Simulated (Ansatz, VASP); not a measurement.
## ScB2P3 in VASP and in Ansatz

```
Sc B P
1.0
     2.95291    0.00000    0.00000
     0.00000    2.95291    0.00000
     0.00000    0.00000    8.73772
Sc B P
1 2 3
Direct
  0.50000 0.50000 0.50000
  0.50000 0.50000 0.77183
  0.50000 0.50000 0.22817
  0.00000 0.00000 0.00000
  0.00000 0.00000 0.72433
  0.00000 0.00000 0.27567
```

Change from the starting cell: species swapped into the MgSc3Ru2 type (P4/mmm, No. 123).

Alike in both runs: functional PBE; k mesh 5 × 5 × 2; occupations gaussian, width 0.2 eV; no spin polarisation.

Ansatz relaxed the structure, and its values are those at the end. VASP's run is a single point on that final structure, the one shown.

```csv
,VASP,Ansatz
version,VASP 6.6.1,Ansatz 0.2.0
potentials or method,"VASP PAW PBE potentials, release 64 (Sc_sv, B, P), cutoff 500 eV","scalar-relativistic, plane waves, PAW"
valence electrons in the cell,32,32
```

Ansatz gave:

```
gap on the k mesh at the Fermi level (eV) : none
pressure (GPa)                            : 0.2
rms of the force components (eV/Å)        : 0.019
```

Problem. Estimate VASP's values.

Solution. gap on the k mesh at the Fermi level (eV): none; pressure (GPa): 0.2; rms of the force components (eV/Å): 0.024.

A gap of «none» marks a metal or a gap that the smearing closes. With one functional, cell and mesh, what is left measures potentials, basis and numerics.

The k mesh is coarse, so the values compare programs but aren't converged.
